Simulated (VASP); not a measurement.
# B (P-1) in VASP: a series of runs

Runs on B. Level: LDA. Tasks: single point.

Program: VASP 6.6.1. These are calculated values, not measurements. Logs are shortened: lines on timing, memory, paths and dates and some standing lists are left out, and cuts for length are marked.

### 1 The cell of the first run

The typed cell holds 2 atoms: a = 1.625 Å, b = 2.866 Å, c = 3.914 Å, α = 90.00°, β = 90.00°, γ = 90.00°.

### 2 Single point, LDA

INCAR

```
PREC = Accurate ; ENCUT = 520
EDIFF = 1E-7 ; ISMEAR = 0
SIGMA = 0.1 ; LREAL = False
LASPH = True ; NELM = 60
ALGO = Normal ; ISIF = 2
LWAVE = False ; LCHARG = False
GGA = CA ; NBANDS = 10
```

KPOINTS

```
Automatic mesh
0
Gamma
  12 7 5
```

POSCAR

```
B
1.0
    1.6245600000      0.0000000000      0.0000000000
    0.0000000000      2.8661500000      0.0000000000
    0.0000000000      0.0000000000      3.9144000000
B
2
Direct
   -0.0000200000      0.5120920000      0.6158960000
    0.5140320000      0.0054650000      0.3975270000
```

Potentials or basis: VASP PAW LDA potentials, release 64 (B).

On the command line:

```console
$ cat potpaw_LDA.64/B/POTCAR > POTCAR
$ mpirun -np 1 vasp_std > vasp.out
```

OUTCAR:

```text
PREC = Accurate
   ENCUT = 520
   EDIFF = 1E-7
   ISMEAR = 0
   LREAL = False
   LASPH = True
   NELM = 60
   ISIF = 2
   GGA = CA

 ion  position               nearest neighbor table
   1  1.000  0.512  0.616-   2 1.83   2 1.85   2 1.86   2 1.88
   2  0.514  0.005  0.398-   1 1.83   1 1.85   1 1.86   1 1.88

  LATTYP: Found a simple orthorhombic cell.
 ALAT       =     1.6245600000
 B/A-ratio  =     1.7642623233
 C/A-ratio  =     2.4095139607

  Lattice vectors:

 A1 = (   1.6245600000,   0.0000000000,   0.0000000000)
 A2 = (   0.0000000000,   2.8661500000,   0.0000000000)
 A3 = (   0.0000000000,   0.0000000000,   3.9144000000)

Analysis of symmetry for initial positions (statically):
=====================================================================
 Subroutine PRICEL returns:
 Original cell was already a primitive cell.

 Routine SETGRP: Setting up the symmetry group for a
 simple orthorhombic supercell.

 Subroutine GETGRP returns: Found  2 space group operations
 (whereof  1 operations were pure point group operations)
 out of a pool of  8 trial point group operations.

The static configuration has the point symmetry C_1 .
 The point group associated with its full space group is S_2 .

Analysis of symmetry for dynamics (positions and initial velocities):
=====================================================================
 Subroutine PRICEL returns:
 Original cell was already a primitive cell.

 Routine SETGRP: Setting up the symmetry group for a
 simple orthorhombic supercell.

 Subroutine GETGRP returns: Found  2 space group operations
 (whereof  1 operations were pure point group operations)
 out of a pool of  8 trial point group operations.

The dynamic configuration has the point symmetry C_1 .
 The point group associated with its full space group is S_2 .

 Subroutine INISYM returns: Found  2 space group operations
 (whereof  1 operations are pure point group operations),
 and found     1 'primitive' translations

----------------------------------------------------------------------------------------

                                     Primitive cell

  volume of cell :      18.2264

  direct lattice vectors                    reciprocal lattice vectors
     1.624560000  0.000000000  0.000000000     0.615551288  0.000000000  0.000000000
     0.000000000  2.866150000  0.000000000     0.000000000  0.348900092  0.000000000
     0.000000000  0.000000000  3.914400000     0.000000000  0.000000000  0.255466994

  length of vectors
     1.624560000  2.866150000  3.914400000     0.615551288  0.348900092  0.255466994

  position of ions in fractional coordinates (direct lattice)
     0.999980000  0.512092000  0.615896000
     0.514032000  0.005465000  0.397527000

  ion indices of the primitive-cell ions
   primitive index   ion index
                 1           1
                 2           2

----------------------------------------------------------------------------------------

 KPOINTS: Automatic mesh

Automatic generation of k-mesh.
 Grid dimensions read from file:
 generate k-points for:   12    7    5

 Generating k-lattice:

  Cartesian coordinates                     Fractional coordinates (reciprocal lattice)
     0.051295941  0.000000000  0.000000000     0.083333333  0.000000000  0.000000000
     0.000000000  0.049842870  0.000000000     0.000000000  0.142857143  0.000000000
     0.000000000  0.000000000  0.051093399     0.000000000  0.000000000  0.200000000

  Length of vectors
     0.051295941  0.049842870  0.051093399

  Shift w.r.t. Gamma in fractional coordinates (k-lattice)
     0.000000000  0.000000000  0.000000000

 Subroutine IBZKPT returns following result:
 ===========================================

 Found    211 irreducible k-points:

 Following reciprocal coordinates:
            Coordinates               Weight
  0.000000  0.000000  0.000000      1.000000
  0.083333  0.000000  0.000000      2.000000
  0.166667  0.000000  0.000000      2.000000
  0.250000  0.000000  0.000000      2.000000
  0.333333  0.000000  0.000000      2.000000
  0.416667  0.000000  0.000000      2.000000
[... 16 lines left out ...]
  0.166667  0.285714  0.000000      2.000000
  0.166667 -0.285714  0.000000      2.000000
 [... further k-points ...]
   k-points           NKPTS =    211   k-points in BZ     NKDIM =    211   number of bands    NBANDS=     10
   number of dos      NEDOS =    301   number of ions     NIONS =      2
   total plane-waves  NPLWV =   8640
   dimension x,y,z NGX =    12 NGY =   24 NGZ =   30
   dimension x,y,z NGXF=    24 NGYF=   48 NGZF=   60
   ions per type =               2
   NGX,Y,Z   is equivalent  to a cutoff of  12.28, 13.92, 12.74 a.u.
   NGXF,Y,Z  is equivalent  to a cutoff of  24.56, 27.84, 25.48 a.u.
 SYSTEM =  unknown system
   PREC   = accura    normal or accurate (medium, high low for compatibility)
   ISTART =      0    job   : 0-new  1-cont  2-samecut
   ICHARG =      2    charge: 1-file 2-atom 10-const
   ISPIN  =      1    spin polarized calculation?
   LNONCOLLINEAR =      F non collinear calculations
   LSORBIT =      F    spin-orbit coupling
   LASPH  =      T    aspherical Exc in radial PAW
   ENCUT  =  520.0 eV  38.22 Ry    6.18 a.u.   3.02  5.33  7.28*2*pi/ulx,y,z
   NELM   =     60;   NELMIN=  2; NELMDL= -5     # of ELM steps
   EDIFF  = 0.1E-06   stopping-criterion for ELM
   LREAL  =      F    real-space projection
   EDIFFG = 0.1E-05   stopping-criterion for IOM
   NSW    =      0    number of steps for IOM
   IBRION =     -1    ionic relax: 0-MD 1-quasi-New 2-CG
   NFREE  =      0    steps in history (QN), initial steepest desc. (CG)
   ISIF   =      2    stress and relaxation
   ISYM   =      2    0-nonsym 1-usesym 2-fastsym
   POTIM  = 0.5000    time-step for ionic-motion
   TEBEG  =    0.0;   TEEND  =   0.0 temperature during run
   PSTRESS=    0.0 pullay stress
   NELECT =       6.0000    total number of electrons
   NUPDOWN=      -1.0000    fix difference up-down
   EMIN   =  10.00;   EMAX   =-10.00  energy-range for DOS
   EFERMI =   0.00;   METHOD = LEGACY
   ISMEAR =     0;   SIGMA  =   0.10  broadening in eV -4-tet -1-fermi 0-gaus
   EFERMI_NEDOS =   21; number of points for ismear=-14 and -15
   IALGO  =     38    algorithm
   IMIX   =      4    mixing-type and parameters
     AMIX     =   0.40;   BMIX     =  1.00
     AMIX_MAG =   1.60;   BMIX_MAG =  1.00
  volume/ion in A,a.u.               =       9.11        61.50
  Fermi-wavevector in a.u.,A,eV,Ry     =   1.130382  2.136113 17.385032  1.277764
  Thomas-Fermi vector in A             =   2.267078
   LORBIT       =      0    0 simple, 1 ext, 2 COOP (PROOUT), +10 PAW based schemes
   GGA     = CA    functional components
   LHFCALC =     F    Hartree Fock is set to
   AEXX    =    0.0000 exact exchange contribution
   IVDW    =     0    specifies the selected vdW correction
   LEPSILON=     F    determine dielectric tensor
   LRPA    =     F    only Hartree local field effects (RPA)
 non-spin polarized calculation
 Gauss-broadening in eV      SIGMA  =   0.10
  energy-cutoff  :      520.00
  volume of cell :       18.23
 maximum number of plane-waves:       508
   NGX =  7   NGY = 11   NGZ = 15

 number of electron       6.0000000 magnetization

 Free energy of the ion-electron system (eV)
  ---------------------------------------------------
  ext. energy  EPLUGINS =         0.00000000
  ---------------------------------------------------
  free energy    TOTEN  =       -13.89446807 eV

  energy without entropy =      -13.89264206  energy(sigma->0) =      -13.89355507

 E-fermi :   4.2929     XC(G=0): -10.5049

 val. band max:        4.2210902705   @ k =  -0.3333   0.4286  -0.4000
 cond. band min:       4.3024995313   @ k =  -0.1667   0.2857  -0.2000
 fundamental gap:      0.0814092608
 Fermi energy:         4.2928823615

 k-point     1 :       0.0000    0.0000    0.0000
  band No.  band energies     occupation
      1     -11.5386      2.00000
      2      -1.3745      2.00000
      3      -0.9063      2.00000
      4       1.9265      2.00000
      5       7.4313      0.00000
      6      12.6371      0.00000
      7      15.6532      0.00000
      8      20.4765      0.00000
      9      22.6081      0.00000
     10      26.1945      0.00000

 k-point     2 :       0.0833    0.0000    0.0000
  band No.  band energies     occupation
      1     -11.2621      2.00000
      2      -1.0902      2.00000
      3      -0.5325      2.00000
      4       2.3035      2.00000
      5       7.4851      0.00000
      6      12.9594      0.00000
      7      15.8132      0.00000
      8      20.6209      0.00000
      9      23.0017      0.00000
     10      24.1385      0.00000

 k-point     3 :       0.1667    0.0000    0.0000
  band No.  band energies     occupation
      1     -10.4396      2.00000
      2      -0.2979      2.00000
      3       0.5852      2.00000
      4       3.4288      2.00000
      5       7.5777      0.00000
      6      13.8853      0.00000
      7      16.1954      0.00000
      8      19.5293      0.00000
      9      22.4120      0.00000
     10      24.1811      0.00000

 k-point     4 :       0.2500    0.0000    0.0000
  band No.  band energies     occupation
      1      -9.0941      2.00000
      2       0.7208      2.00000
      3       2.4332      2.00000
      4       5.2792      0.00000
      5       7.5603      0.00000
      6      15.2152      0.00000
      7      16.3545      0.00000
      8      16.8524      0.00000
      9      23.3040      0.00000
     10      23.5063      0.00000
[... 222 lines left out ...]
 k-point    22 :       0.0833   -0.2857    0.0000
  band No.  band energies     occupation
      1     -10.1612      2.00000
      2      -4.5274      2.00000
      3      -0.0834      2.00000
      4       2.6259      2.00000
      5       9.2899      0.00000
      6      13.1349      0.00000
      7      13.9644      0.00000
      8      20.1745      0.00000
      9      24.8122      0.00000
     10      28.0252      0.00000

 k-point    23 :       0.1667    0.2857    0.0000
  band No.  band energies     occupation
      1      -9.3365      2.00000
      2      -3.6624      2.00000
      3       0.7985      2.00000
      4       3.7305      2.00000
      5      10.0755      0.00000
      6      13.1776      0.00000
      7      15.0845      0.00000
      8      20.4606      0.00000
      9      21.1230      0.00000
     10      24.6523      0.00000

 k-point    24 :       0.1667   -0.2857    0.0000
  band No.  band energies     occupation
      1      -9.3366      2.00000
      2      -3.6617      2.00000
      3       0.7979      2.00000
      4       3.7305      2.00000
      5      10.0755      0.00000
      6      13.1759      0.00000
      7      15.0835      0.00000
      8      20.4584      0.00000
      9      21.1396      0.00000
     10      24.6416      0.00000

 [... further k-points ...]
[... 5 lines left out ...]
  --------------------------------------------------------------------------------------
  -------------------------------------------------------------------------------------
  Total       -0.4600934     -1.0972558     -0.6516457     -0.0170968     -0.1288893      0.1908881
  in kB      -40.4442467    -96.4536303    -57.2825355     -1.5028857    -11.3299388     16.7799118
  external PRESSURE =     -64.7268042 kB  Pullay stress =       0.0000000 kB

 VOLUME and BASIS-vectors are now :
 -----------------------------------------------------------------------------
  energy-cutoff  :      520.00
  volume of cell :       18.23
      direct lattice vectors                 reciprocal lattice vectors
     1.624560000  0.000000000  0.000000000     0.615551288  0.000000000  0.000000000
     0.000000000  2.866150000  0.000000000     0.000000000  0.348900092  0.000000000
     0.000000000  0.000000000  3.914400000     0.000000000  0.000000000  0.255466994

 POSITION                                       TOTAL-FORCE (eV/Angst)
 -----------------------------------------------------------------------------------
      1.62453      1.46773      2.41086         0.223917     -0.147022     -0.277309
      0.83508      0.01566      1.55608        -0.223917      0.147022      0.277309
 -----------------------------------------------------------------------------------
    total drift:                               -0.000000     -0.000000      0.000000

  FREE ENERGIE OF THE ION-ELECTRON SYSTEM (eV)
  ---------------------------------------------------
  free  energy   TOTEN  =       -13.8944680721 eV

  energy  without entropy=      -13.8926420607  energy(sigma->0) =      -13.89355507
```

Run time: 30 s. Hardware: 1 thread of AMD EPYC 7R13, shared host; peak memory 0.11 GiB.

What came out:

```yaml
Free_energy: -13.8945 eV
Pressure: -6.5 GPa
Largest_force: 0.386 eV/Å
Band_gap_on_the_k_mesh: zero (band 3 reaches 10.91 eV, above the bottom of band 4 at 1.04 eV)
```

Forces in eV/Å, atoms in the order of the input:
```
B    0.224 -0.147 -0.277
B   -0.224  0.147  0.277
```

Stress tensor (GPa, compression positive):
```
-4.04 -0.15  1.68
-0.15 -9.65 -1.13
 1.68 -1.13 -5.73
```

Levels at points of the mesh, in eV from the Fermi level:
| k point | band 1 | band 2 | band 3 | band 4 | band 5 | band 6 | band 7 |
| --- | --- | --- | --- | --- | --- | --- | --- |
| (0.00, 0.00, 0.00) | -15.83 | -5.67 | -5.20 | -2.37 | 3.14 | 8.34 | 11.36 |
| (0.50, 0.00, 0.00) | -6.96 | -6.78 | 6.61 | 6.66 | 7.25 | 7.68 | 10.46 |

### 3 Single point, LDA

INCAR

```
  PREC = Accurate
  ENCUT = 520
  EDIFF = 1E-6
  ISMEAR = 0
  SIGMA = 0.1
  LREAL = False
  LASPH = True
  NELM = 100
  ALGO = Normal
  ISIF = 2
  LWAVE = False
  LCHARG = False
  NBANDS = 10
```

KPOINTS

```
Automatic mesh
0
Gamma
  14 8 6
```

POSCAR is that of step 2.

Potentials or basis: VASP PAW LDA potentials, release 64 (B).

On the command line:

```console
$ cat potpaw_LDA.64/B/POTCAR > POTCAR
$ mpirun -np 1 vasp_std > vasp.out
```

Wall time 58 s (1 thread of AMD EPYC 7R13, shared host); peak memory 0.12 GiB.

The run converged. Its results:

* Free energy: -13.8795 eV
* Pressure: -6.1 GPa
* Largest force: 0.320 eV/Å
* Band gap on the k mesh: zero (band 3 reaches 10.91 eV, above the bottom of band 4 at -0.01 eV)

Forces on the atoms (eV/Å):
```
B    0.226 -0.158 -0.163
B   -0.226  0.158  0.163
```

Stress tensor (GPa, compression positive):
```
-6.35 -0.15  1.69
-0.15 -6.81 -1.19
 1.69 -1.19 -5.11
```

Levels at points of the mesh, in eV from the Fermi level:
```csv
k point,band 1,band 2,band 3,band 4,band 5,band 6,band 7
"(0.00, 0.00, 0.00)",-15.96,-5.77,-5.33,-2.47,3.01,8.23,11.26
"(0.50, 0.00, 0.00)",-7.09,-6.90,6.51,6.56,7.12,7.55,10.34
"(0.00, 0.50, 0.00)",-12.70,-12.52,-3.12,-3.05,4.93,5.04,15.00
"(0.50, 0.50, 0.00)",-6.19,-6.18,3.47,3.48,8.50,8.52,8.73
"(0.00, 0.00, 0.50)",-15.70,-8.08,-5.23,1.41,3.20,7.15,10.05
"(0.50, 0.00, 0.50)",-7.01,-6.83,5.45,5.49,7.18,7.61,10.49
"(0.00, 0.50, 0.50)",-12.49,-12.31,-4.52,-4.41,9.57,9.83,13.37
"(0.50, 0.50, 0.50)",-6.13,-6.12,3.61,3.62,7.84,7.85,8.03
```
